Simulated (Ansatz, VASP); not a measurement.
## One calculation of Si3IrRu, two programs

```
Si Ru Ir
1.0
     4.10996    0.00000    0.00000
     0.00000    4.10996    0.00000
     0.00000    0.00000    5.13361
Si Ru Ir
3 1 1
Direct
  0.00000 0.50000 0.12938
  0.50000 0.00000 0.12938
  0.50000 0.50000 0.82468
  0.00000 0.00000 0.37084
  0.50000 0.50000 0.37821
```

Alike in both runs: functional PBE; k mesh 4 × 4 × 4; occupations gaussian, width 0.2 eV; no spin polarisation.

Ansatz relaxed the structure, and its values are those at the end. VASP's run is a single point on that final structure, the one shown.

```csv
,VASP,Ansatz
version,VASP 6.6.1,Ansatz 0.2.0
potentials or method,"VASP PAW PBE potentials, release 64 (Si, Ru_pv, Ir), cutoff 500 eV","scalar-relativistic, plane waves, PAW"
valence electrons in the cell,35,45
```

|  | VASP | Ansatz | Ansatz less VASP |
| --- | --- | --- | --- |
| gap on the k mesh at the Fermi level (eV) | none | none | - |
| pressure (GPa) | 0.3 | 0.1 | -0.24 |
| rms of the force components (eV/Å) | 0.032 | 0.022 | -0.0103 |

A gap of «none» marks a metal or a gap that the smearing closes. VASP's potentials hold 35 valence electrons a cell and Ansatz's 45, so a difference there can come from the potentials and not from the codes.

The k mesh is coarse, so the values compare programs but aren't converged. Neither program's run includes spin-orbit coupling.
